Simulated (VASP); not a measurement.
A run of VASP 6.6.1 is set up as follows.

File INCAR:

```
  PREC = Accurate
  ENCUT = 520
  EDIFF = 1E-6
  ISMEAR = 1
  SIGMA = 0.2
  LREAL = False
  LASPH = True
  NELM = 100
  ALGO = Normal
  ISIF = 2
  LWAVE = False
  LCHARG = False
  GGA = PS
  NBANDS = 17
```

KPOINTS

```
Automatic mesh
0
Gamma
  5 5 5
```

File POSCAR:

```
Sr
1.0
    0.0000000000      3.8500000000      3.8500000000
    3.8500000000      0.0000000000      3.8500000000
    3.8500000000      3.8500000000      0.0000000000
Sr
2
Direct
    0.0000000000      0.0000000000      0.0000000000
    0.2500000000      0.2500000000      0.2500000000
```

Potentials or basis: VASP PAW PBE potentials, release 64 (Sr_sv).

The run is started by

```console
$ cat potpaw_PBE.64/Sr_sv/POTCAR > POTCAR
$ mpirun -np 1 vasp_std > vasp.out
```

**Question.** What does it give for the band gap on the k mesh?

**Answer.** Zero (band 10 reaches 1.78 eV, above the bottom of band 11 at 0.77 eV).

**Question.** What does it give for the pressure?

**Answer.** 2.1 GPa.

Caveat: the PAW data sets were made with another functional, which shifts forces and pressure a little.
